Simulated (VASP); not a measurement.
BaS, 2 atoms in the cell. It takes space group Fm-3m (No. 225, cubic). Conventional cell: a = 6.424 Å, b = 6.424 Å, c = 6.424 Å, α = 90.00°, β = 90.00°, γ = 90.00°. Ba (site symmetry m-3m) has 6 S at 3.21 Å within 4.2 Å. Within 4.2 Å of S (site symmetry m-3m) lie 6 Ba at 3.21 Å. 

```yaml
Program: VASP 6.6.1
Task: single point
Functional: r2SCAN
Potentials_or_basis: VASP PAW PBE potentials, release 64 (Ba_sv, S)
Cutoff: 520 eV
k_mesh: 8 × 8 × 8
Occupations: gaussian, width 0.01 eV
Spin: no spin polarisation
Dipole_correction: no
Further_INCAR_settings: ALGO = Normal; EDIFF = 1e-06; NBANDS = 15
```

Potentials or basis: VASP PAW PBE potentials, release 64 (Ba_sv, S).

The run is started by

```bash
$ cat potpaw_PBE.64/Ba_sv/POTCAR potpaw_PBE.64/S/POTCAR > POTCAR
$ cp INCAR.step1 INCAR
$ mpirun -np 1 vasp_std > vasp.out
$ cp INCAR.step2 INCAR
$ mpirun -np 1 vasp_std > vasp.out
```

Hardware: 1 thread of AMD EPYC 7R13, on a shared host.

Question: Estimate the wall time of this run.

Answer: It took 4.6 min on 1 thread of AMD EPYC 7R13 (shared host), peak memory 0.2 GiB. Counts: k points 29.
